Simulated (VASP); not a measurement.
Input of a VASP 6.6.1 run:

Contents of INCAR:

```
SYSTEM = GaP
PREC = Accurate
ENCUT = 520
EDIFF = 1E-8
ISMEAR = 0
SIGMA = 0.01
LREAL = .False.
LASPH = .True.
NELM = 100
ALGO = Normal
ISIF = 2
LWAVE = .False.
LCHARG = .False.
IBRION = 8
NSW = 1
LEPSILON = .True.
```

File KPOINTS:

```
Automatic mesh
0
Gamma
  12 12 12
  0 0 0
```

POSCAR

```
GaP
1.0
    0.0000000000      2.6957448104      2.6957448104
    2.6957448104      0.0000000000      2.6957448104
    2.6957448104      2.6957448104      0.0000000000
Ga P
1 1
Direct
    0.0000000000      0.0000000000      0.0000000000
    0.7500000000      0.7500000000      0.7500000000
```

Potentials or basis: VASP PAW LDA potentials, release 64 (Ga_d, P).

Command:

```console
$ cat potpaw_LDA.64/Ga_d/POTCAR potpaw_LDA.64/P/POTCAR > POTCAR
$ mpirun -np 1 vasp_std > vasp.out
```

Problem. Estimate the electronic dielectric tensor (diagonal).

Solution. 10.68.

Problem. Estimate the Born charges (mean of the diagonal).

Solution. Ga +2.07; P -2.07 e.

Problem. Estimate the highest phonon frequency at Γ, LO-TO splitting left out.

Solution. 365 cm⁻¹.

Phonon frequencies in cm⁻¹ (negative: imaginary):
| q point | frequencies |
| --- | --- |
| (0.000, 0.000, 0.000) | 0 0 0 365 365 365 |
